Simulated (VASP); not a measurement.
A run of VASP 6.6.1 is set up as follows.

POSCAR

```
Hg
1.0
    1.8778599936      1.0841829728      2.1547276236
   -1.8778599936      1.0841829728      2.1547276236
    0.0000000000     -2.1683659456      2.1547276235
Hg
1
Direct
    0.0000000000      0.0000000000      0.0000000000
```

Contents of INCAR.step1:

```
  ALGO = Normal
  EDIFF = 1E-4
  ENCUT = 520
  GGA = PE
  ISMEAR = -1
  LASPH = T
  LCHARG = F
  LREAL = F
  LWAVE = T
  NBANDS = 12
  NELM = 100
  PREC = Accurate
  SIGMA = 0.1
```

File INCAR.step2:

```
  ALGO = Normal
  EDIFF = 1E-6
  ENCUT = 520
  ISIF = 2
  ISMEAR = -1
  ISTART = 1
  LASPH = T
  LCHARG = F
  LMIXTAU = T
  LREAL = F
  LWAVE = F
  METAGGA = R2SCAN
  NBANDS = 12
  NELM = 100
  PREC = Accurate
  SIGMA = 0.1
```

Contents of KPOINTS:

```
k-points
0
Gamma
  16 16 16
```

Potentials or basis: VASP PAW PBE potentials, release 64 (Hg).

The run is started by

```sh
$ cat potpaw_PBE.64/Hg/POTCAR > POTCAR
$ cp INCAR.step1 INCAR
$ mpirun -np 1 vasp_std > vasp.out
$ cp INCAR.step2 INCAR
$ mpirun -np 1 vasp_std > vasp.out
```

(1) Estimate the band gap on the k mesh.

(2) Estimate the pressure.

Answers

(1) zero (bands 6 and 7 overlap by 3.21 eV).

(2) 0.4 GPa.

Caveat: the PAW data sets were made with another functional, which shifts forces and pressure a little; spin-orbit coupling is left out, which moves the levels of the heavy elements.
